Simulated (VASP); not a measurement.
# GaN (wurtzite type) (P6_3mc) in VASP: notebook

GaN (wurtzite type) is run at these levels: PBE; tasks: single point.

All numbers are computed with VASP 6.6.1; they aren't measurements. Logs are shortened: lines on timing, memory, paths and dates and some standing lists are left out, and cuts for length are marked.

### 1 The cell of the first run

The structure is hexagonal, space group P6_3mc (No. 186). Conventional cell: a = 2.594 Å, b = 2.594 Å, c = 4.684 Å, α = 90.00°, β = 90.00°, γ = 120.00°. Ga (site symmetry 3m) has 4 N at 1.62 to 1.66 Å within 2.2 Å. Within 2.2 Å of N (site symmetry 3m) lie 4 Ga at 1.62 to 1.66 Å.

### 2 Single point, PBE

Contents of INCAR:

```
PREC = Accurate ; ENCUT = 520
EDIFF = 1E-6 ; ISMEAR = -1
SIGMA = 0.05 ; LREAL = False
LASPH = True ; NELM = 80
ALGO = Normal ; ISIF = 2
LWAVE = False ; LCHARG = False
GGA = PE ; NBANDS = 26
```

Contents of KPOINTS:

```
Automatic mesh
0
Gamma
  14 14 8
```

Contents of POSCAR:

```
GaN
1.0
    2.5943193727      0.0000000000      0.0000000000
   -1.2971596864      2.2467464823      0.0000000000
    0.0000000000      0.0000000000      4.6841333003
Ga N
2 2
Direct
    0.3333333333      0.6666666667      0.0146854981
    0.6666666667      0.3333333333      0.5146854981
    0.3333333333      0.6666666667      0.3613145019
    0.6666666667      0.3333333333      0.8613145019
```

Potentials or basis: VASP PAW PBE potentials, release 64 (Ga_d, N).

The run is started by

```bash
$ cat potpaw_PBE.64/Ga_d/POTCAR potpaw_PBE.64/N/POTCAR > POTCAR
$ mpirun -np 1 vasp_std > vasp.out
```

OUTCAR:

```text
PREC = Accurate
   ENCUT = 520
   EDIFF = 1E-6
   ISMEAR = -1
   LREAL = False
   LASPH = True
   NELM = 80
   ISIF = 2
   GGA = PE

 ion  position               nearest neighbor table
   1  0.333  0.667  0.015-   3 1.62   4 1.66   4 1.66   4 1.66   2 2.78   2 2.78   2 2.78   2 2.78
                             2 2.78   2 2.78
   2  0.667  0.333  0.515-   4 1.62   3 1.66   3 1.66   3 1.66   1 2.78   1 2.78   1 2.78   1 2.78
                             1 2.78   1 2.78
   3  0.333  0.667  0.361-   1 1.62   2 1.66   2 1.66   2 1.66
   4  0.667  0.333  0.861-   2 1.62   1 1.66   1 1.66   1 1.66

  LATTYP: Found a hexagonal cell.
 ALAT       =     2.5943193727
 C/A-ratio  =     1.8055345651

  Lattice vectors:

 A1 = (   2.5943193727,   0.0000000000,   0.0000000000)
 A2 = (  -1.2971596864,   2.2467464823,   0.0000000000)
 A3 = (   0.0000000000,   0.0000000000,   4.6841333003)

Analysis of symmetry for initial positions (statically):
=====================================================================
 Subroutine PRICEL returns:
 Original cell was already a primitive cell.

 Routine SETGRP: Setting up the symmetry group for a
 hexagonal supercell.

 Subroutine GETGRP returns: Found 12 space group operations
 (whereof  6 operations were pure point group operations)
 out of a pool of 24 trial point group operations.

The static configuration has the point symmetry C_3v.
 The point group associated with its full space group is C_6v.

Analysis of symmetry for dynamics (positions and initial velocities):
=====================================================================
 Subroutine PRICEL returns:
 Original cell was already a primitive cell.

 Routine SETGRP: Setting up the symmetry group for a
 hexagonal supercell.

 Subroutine GETGRP returns: Found 12 space group operations
 (whereof  6 operations were pure point group operations)
 out of a pool of 24 trial point group operations.

The dynamic configuration has the point symmetry C_3v.
 The point group associated with its full space group is C_6v.

 Subroutine INISYM returns: Found 12 space group operations
 (whereof  6 operations are pure point group operations),
 and found     1 'primitive' translations

----------------------------------------------------------------------------------------

                                     Primitive cell

  volume of cell :      27.3028
[... 85 lines left out ...]
   ISTART =      0    job   : 0-new  1-cont  2-samecut
   ICHARG =      2    charge: 1-file 2-atom 10-const
   ISPIN  =      1    spin polarized calculation?
   LNONCOLLINEAR =      F non collinear calculations
   LSORBIT =      F    spin-orbit coupling
   LASPH  =      T    aspherical Exc in radial PAW
   ENCUT  =  520.0 eV  38.22 Ry    6.18 a.u.   4.82  4.82  8.71*2*pi/ulx,y,z
   NELM   =     80;   NELMIN=  2; NELMDL= -5     # of ELM steps
   EDIFF  = 0.1E-05   stopping-criterion for ELM
   LREAL  =      F    real-space projection
   EDIFFG = 0.1E-04   stopping-criterion for IOM
   NSW    =      0    number of steps for IOM
   IBRION =     -1    ionic relax: 0-MD 1-quasi-New 2-CG
   NFREE  =      0    steps in history (QN), initial steepest desc. (CG)
   ISIF   =      2    stress and relaxation
   ISYM   =      2    0-nonsym 1-usesym 2-fastsym
   POTIM  = 0.5000    time-step for ionic-motion
   TEBEG  =    0.0;   TEEND  =   0.0 temperature during run
   PSTRESS=    0.0 pullay stress
   NELECT =      36.0000    total number of electrons
   NUPDOWN=      -1.0000    fix difference up-down
   EMIN   =  10.00;   EMAX   =-10.00  energy-range for DOS
   EFERMI =   0.00;   METHOD = LEGACY
   ISMEAR =    -1;   SIGMA  =   0.05  broadening in eV -4-tet -1-fermi 0-gaus
   EFERMI_NEDOS =   21; number of points for ismear=-14 and -15
   IALGO  =     38    algorithm
   IMIX   =      4    mixing-type and parameters
     AMIX     =   0.40;   BMIX     =  1.00
     AMIX_MAG =   1.60;   BMIX_MAG =  1.00
  volume/ion in A,a.u.               =       6.83        46.06
  Fermi-wavevector in a.u.,A,eV,Ry     =   1.795175  3.392388 43.846851  3.222653
  Thomas-Fermi vector in A             =   2.856980
   LORBIT       =      0    0 simple, 1 ext, 2 COOP (PROOUT), +10 PAW based schemes
   GGA     = PE    functional components
   LHFCALC =     F    Hartree Fock is set to
   AEXX    =    0.0000 exact exchange contribution
   IVDW    =     0    specifies the selected vdW correction
   LEPSILON=     F    determine dielectric tensor
   LRPA    =     F    only Hartree local field effects (RPA)
 non-spin polarized calculation
  energy-cutoff  :      520.00
  volume of cell :       27.30
 maximum number of plane-waves:       750
 NGX is ok and might be reduce to    20
   NGX =  9   NGY =  9   NGZ = 17

 number of electron      35.9999978 magnetization

 Free energy of the ion-electron system (eV)
  ---------------------------------------------------
  ext. energy  EPLUGINS =         0.00000000
  ---------------------------------------------------
  free energy    TOTEN  =       -13.00189254 eV

  energy without entropy =      -13.00189254  energy(sigma->0) =      -13.00189254

 E-fermi :  14.2023     XC(G=0): -14.7651

 val. band max:       13.2578809208   @ k =   0.0000   0.0000   0.0000
 cond. band min:      16.1332176691   @ k =   0.3571   0.2857   0.0000
 fundamental gap:      2.8753367482
 Fermi energy:        14.2022828766

 k-point     1 :       0.0000    0.0000    0.0000
  band No.  band energies     occupation
      1      -9.0866      2.00000
      2      -6.5982      2.00000
      3      -2.9024      2.00000
      4      -2.4311      2.00000
      5      -2.4311      2.00000
      6      -2.2047      2.00000
[... 685 lines left out ...]
     25      29.5077      0.00000
     26      31.5950      0.00000

 [... further k-points ...]
[... 5 lines left out ...]
  --------------------------------------------------------------------------------------
  -------------------------------------------------------------------------------------
  Total       49.0936371     49.0936371     48.8394487     -0.0000000      0.0000000      0.0000000
  in kB     2880.9056511   2880.9056511   2865.9894031     -0.0000001      0.0000000      0.0000000
  external PRESSURE =    2875.9335684 kB  Pullay stress =       0.0000000 kB

 VOLUME and BASIS-vectors are now :
 -----------------------------------------------------------------------------
  energy-cutoff  :      520.00
  volume of cell :       27.30
      direct lattice vectors                 reciprocal lattice vectors
     2.594319373  0.000000000  0.000000000     0.385457554  0.222544023  0.000000000
    -1.297159686  2.246746482  0.000000000     0.000000000  0.445088045  0.000000000
     0.000000000  0.000000000  4.684133300     0.000000000  0.000000000  0.213486666

 POSITION                                       TOTAL-FORCE (eV/Angst)
 -----------------------------------------------------------------------------------
     -0.00000      1.49783      0.06879        -0.000000     -0.000000     -0.020497
      1.29716      0.74892      2.41086        -0.000000      0.000000     -0.020497
     -0.00000      1.49783      1.69245         0.000000     -0.000000      0.020497
      1.29716      0.74892      4.03451        -0.000000     -0.000000      0.020497
 -----------------------------------------------------------------------------------
    total drift:                               -0.000000     -0.000000      0.001863

  FREE ENERGIE OF THE ION-ELECTRON SYSTEM (eV)
  ---------------------------------------------------
  free  energy   TOTEN  =       -13.0018925429 eV

  energy  without entropy=      -13.0018925429  energy(sigma->0) =      -13.00189254
```

Run time: 92 s. Hardware: 1 thread of Intel Xeon Platinum 8375C at 2.90GHz (Ice Lake), shared host; peak memory 0.19 GiB.

What came out:

* Free energy: -13.0019 eV
* Pressure: 287.6 GPa
* Largest force: 0.020 eV/Å
* Band gap on the k mesh: 2.88 eV, indirect (least direct gap 4.16 eV)

Forces on the atoms (eV/Å):
```
Ga   0.000  0.000 -0.020
Ga   0.000  0.000 -0.020
N    0.000  0.000  0.020
N    0.000  0.000  0.020
```

### 3 Single point, PBE

Contents of INCAR:

```
SYSTEM = GaN
PREC = Accurate ; ENCUT = 520
EDIFF = 1E-6 ; ISMEAR = -1
SIGMA = 0.05 ; LREAL = .False.
LASPH = .True. ; NELM = 60
ALGO = Normal ; ISIF = 2
LWAVE = .False. ; LCHARG = .False.
GGA = PE ; NBANDS = 26
```

Contents of KPOINTS:

```
Automatic mesh
0
Gamma
  14 14 8
  0 0 0
```

POSCAR is that of step 2.

Potentials or basis: VASP PAW PBE potentials, release 64 (Ga_d, N).

The run is started by

```bash
$ cat potpaw_PBE.64/Ga_d/POTCAR potpaw_PBE.64/N/POTCAR > POTCAR
$ mpirun -np 1 vasp_std > vasp.out
```

OUTCAR:

```text
SYSTEM = GaN
   PREC = Accurate
   ENCUT = 520
   EDIFF = 1E-6
   ISMEAR = -1
   LREAL = .False.
   LASPH = .True.
   NELM = 60
   ISIF = 2
   GGA = PE

 ion  position               nearest neighbor table
   1  0.333  0.667  0.015-   3 1.62   4 1.66   4 1.66   4 1.66   2 2.78   2 2.78   2 2.78   2 2.78
                             2 2.78   2 2.78
   2  0.667  0.333  0.515-   4 1.62   3 1.66   3 1.66   3 1.66   1 2.78   1 2.78   1 2.78   1 2.78
                             1 2.78   1 2.78
   3  0.333  0.667  0.361-   1 1.62   2 1.66   2 1.66   2 1.66
   4  0.667  0.333  0.861-   2 1.62   1 1.66   1 1.66   1 1.66

  LATTYP: Found a hexagonal cell.
 ALAT       =     2.5943193727
 C/A-ratio  =     1.8055345651

  Lattice vectors:

 A1 = (   2.5943193727,   0.0000000000,   0.0000000000)
 A2 = (  -1.2971596864,   2.2467464823,   0.0000000000)
 A3 = (   0.0000000000,   0.0000000000,   4.6841333003)

Analysis of symmetry for initial positions (statically):
=====================================================================
 Subroutine PRICEL returns:
 Original cell was already a primitive cell.

 Routine SETGRP: Setting up the symmetry group for a
 hexagonal supercell.

 Subroutine GETGRP returns: Found 12 space group operations
 (whereof  6 operations were pure point group operations)
 out of a pool of 24 trial point group operations.

The static configuration has the point symmetry C_3v.
 The point group associated with its full space group is C_6v.

Analysis of symmetry for dynamics (positions and initial velocities):
=====================================================================
 Subroutine PRICEL returns:
 Original cell was already a primitive cell.

 Routine SETGRP: Setting up the symmetry group for a
 hexagonal supercell.

 Subroutine GETGRP returns: Found 12 space group operations
 (whereof  6 operations were pure point group operations)
 out of a pool of 24 trial point group operations.

[... 117 lines left out ...]
   NUPDOWN=      -1.0000    fix difference up-down
   EMIN   =  10.00;   EMAX   =-10.00  energy-range for DOS
   EFERMI =   0.00;   METHOD = LEGACY
   ISMEAR =    -1;   SIGMA  =   0.05  broadening in eV -4-tet -1-fermi 0-gaus
   EFERMI_NEDOS =   21; number of points for ismear=-14 and -15
   IALGO  =     38    algorithm
   IMIX   =      4    mixing-type and parameters
     AMIX     =   0.40;   BMIX     =  1.00
     AMIX_MAG =   1.60;   BMIX_MAG =  1.00
  volume/ion in A,a.u.               =       6.83        46.06
  Fermi-wavevector in a.u.,A,eV,Ry     =   1.795175  3.392388 43.846851  3.222653
  Thomas-Fermi vector in A             =   2.856980
   LORBIT       =      0    0 simple, 1 ext, 2 COOP (PROOUT), +10 PAW based schemes
   GGA     = PE    functional components
   LHFCALC =     F    Hartree Fock is set to
   AEXX    =    0.0000 exact exchange contribution
   IVDW    =     0    specifies the selected vdW correction
   LEPSILON=     F    determine dielectric tensor
   LRPA    =     F    only Hartree local field effects (RPA)
 non-spin polarized calculation
  energy-cutoff  :      520.00
  volume of cell :       27.30
 maximum number of plane-waves:       750
 NGX is ok and might be reduce to    20
   NGX =  9   NGY =  9   NGZ = 17

 number of electron      35.9999978 magnetization

 Free energy of the ion-electron system (eV)
  ---------------------------------------------------
  ext. energy  EPLUGINS =         0.00000000
  ---------------------------------------------------
  free energy    TOTEN  =       -13.00189254 eV

  energy without entropy =      -13.00189254  energy(sigma->0) =      -13.00189254

 E-fermi :  14.2023     XC(G=0): -14.7651

 val. band max:       13.2578809208   @ k =   0.0000   0.0000   0.0000
 cond. band min:      16.1332176691   @ k =   0.3571   0.2857   0.0000
 fundamental gap:      2.8753367482
 Fermi energy:        14.2022828766

 k-point     1 :       0.0000    0.0000    0.0000
  band No.  band energies     occupation
      1      -9.0866      2.00000
      2      -6.5982      2.00000
      3      -2.9024      2.00000
      4      -2.4311      2.00000
      5      -2.4311      2.00000
      6      -2.2047      2.00000
[... 685 lines left out ...]
     25      29.5077      0.00000
     26      31.5950      0.00000

 [... further k-points ...]
[... 5 lines left out ...]
  --------------------------------------------------------------------------------------
  -------------------------------------------------------------------------------------
  Total       49.0936371     49.0936371     48.8394487     -0.0000000      0.0000000      0.0000000
  in kB     2880.9056511   2880.9056511   2865.9894031     -0.0000001      0.0000000      0.0000000
  external PRESSURE =    2875.9335684 kB  Pullay stress =       0.0000000 kB

 VOLUME and BASIS-vectors are now :
 -----------------------------------------------------------------------------
  energy-cutoff  :      520.00
  volume of cell :       27.30
      direct lattice vectors                 reciprocal lattice vectors
     2.594319373  0.000000000  0.000000000     0.385457554  0.222544023  0.000000000
    -1.297159686  2.246746482  0.000000000     0.000000000  0.445088045  0.000000000
     0.000000000  0.000000000  4.684133300     0.000000000  0.000000000  0.213486666

 POSITION                                       TOTAL-FORCE (eV/Angst)
 -----------------------------------------------------------------------------------
     -0.00000      1.49783      0.06879        -0.000000     -0.000000     -0.020497
      1.29716      0.74892      2.41086        -0.000000      0.000000     -0.020497
     -0.00000      1.49783      1.69245         0.000000     -0.000000      0.020497
      1.29716      0.74892      4.03451        -0.000000     -0.000000      0.020497
 -----------------------------------------------------------------------------------
    total drift:                               -0.000000     -0.000000      0.001863

  FREE ENERGIE OF THE ION-ELECTRON SYSTEM (eV)
  ---------------------------------------------------
  free  energy   TOTEN  =       -13.0018925429 eV

  energy  without entropy=      -13.0018925429  energy(sigma->0) =      -13.00189254
```

stdout:

```text
POSCAR found type information on POSCAR GaN
 POSCAR found :  2 types and       4 ions
 scaLAPACK will be used
 LDA part: xc-table for (Slater+PW92), standard interpolation
 POSCAR, INCAR and KPOINTS ok, starting setup
 FFT: planning ... GRIDC
 FFT: planning ... GRID_SOFT
 FFT: planning ... GRID
 WAVECAR not read
 entering main loop
```

Run time: 98 s. Hardware: 1 thread of Intel Xeon Platinum 8375C at 2.90GHz (Ice Lake), shared host; peak memory 0.19 GiB.

What came out:

| Quantity | Value |
| --- | --- |
| Free energy | -13.0019 eV |
| Pressure | 287.6 GPa |
| Largest force | 0.020 eV/Å |
| Band gap on the k mesh | 2.88 eV, indirect (least direct gap 4.16 eV) |

Forces in eV/Å, atoms in the order of the input:
```
Ga   0.000  0.000 -0.020
Ga   0.000  0.000 -0.020
N    0.000  0.000  0.020
N    0.000  0.000  0.020
```

A k mesh can miss the band edges.
